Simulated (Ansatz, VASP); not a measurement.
**CrO2: VASP beside Ansatz**

Contents of INCAR:

```
SYSTEM = CrO2
  PREC = Accurate
  ENCUT = 520
  EDIFF = 1E-7
  ISMEAR = 0
  SIGMA = 0.1
  LREAL = .FALSE.
  LASPH = .TRUE.
  NELM = 150
  ALGO = Normal
  ISIF = 2
  LWAVE = .FALSE.
  LCHARG = .FALSE.
  ISPIN = 2
  MAGMOM = 3 3 0 0 0 0
  LORBIT = 11
  LMAXMIX = 4
  GGA = PE
  NBANDS = 37
```

Contents of KPOINTS:

```
Automatic mesh
0
G
  6 6 4
  0 0 0
```

Contents of POSCAR:

```
CrO2
1.0
    3.2941273656      0.0000000000      0.0000000000
    0.0000000000      3.2941273656      0.0000000000
    0.0000000000      0.0000000000      5.0261848156
Cr O
2 4
Direct
    0.0000000000      0.5000000000      0.7000000000
    0.5000000000      0.0000000000      0.3000000000
    0.0000000000      0.0000000000      0.0000000000
    0.5000000000      0.5000000000      0.0000000000
    0.0000000000      0.5000000000      0.2700000000
    0.5000000000      0.0000000000      0.7300000000
```

Input for Ansatz:

```yaml
crystal:
  lattice:
    - [3.2941273656, 0.0, 0.0]
    - [0.0, 3.2941273656, 0.0]
    - [0.0, 0.0, 5.0261848156]
  atoms:
    - { symbol: Cr, position: [0.0, 0.5, 0.7], spin: 3.0 }
    - { symbol: Cr, position: [0.5, 0.0, 0.3], spin: 3.0 }
    - { symbol: O, position: [0.0, 0.0, 0.0] }
    - { symbol: O, position: [0.5, 0.5, 0.0] }
    - { symbol: O, position: [0.0, 0.5, 0.27] }
    - { symbol: O, position: [0.5, 0.0, 0.73] }
basis:
  ecutwfc: 420
kpoints:
  mp_grid: { grid: [6, 6, 4] }
hamiltonian:
  xc: pbe
scf:
  occupations: { method: gaussian, width: 0.1 }
  lower_state_search: "off"
output:
  forces: true
  stress: true
  eigenvalues: true
  populations: true
magnetization:
  spin_polarized: true
```

Alike in both runs: task single point; functional PBE; k mesh 6 × 6 × 4; occupations gaussian, width 0.1 eV; collinear spin.

```csv
,VASP,Ansatz
version,VASP 6.6.1,Ansatz 0.2.0
potentials or method,"VASP PAW PBE potentials, release 64 (Cr_pv, O), cutoff 520 eV","scalar-relativistic, plane waves, PAW"
valence electrons in the cell,48,52
```

|  | VASP | Ansatz | Ansatz less VASP |
| --- | --- | --- | --- |
| gap on the k mesh at the Fermi level (eV) | none | none | - |
| pressure (GPa) | 0.7 | 0.4 | -0.28 |
| traceless stress, the component that is largest in VASP (GPa) | -9.56 | -9.92 | -0.361 |
| rms of the force components (eV/Å) | 2.604 | 2.631 | +0.0273 |
| net moment per atom (μB) | 0.67 | 0.67 | 0.000 |
| size of the moment on the site where the two differ most (μB) | 2.91 | 2.58 | -0.332 |

Site moments also hang on the region over which each program counts them. Atom by atom the forces differ by 0.027 eV/Å (rms over components). A gap of «none» marks a metal or a gap that the smearing closes. VASP's potentials hold 48 valence electrons a cell and Ansatz's 52, so a difference there can come from the potentials and not from the codes.
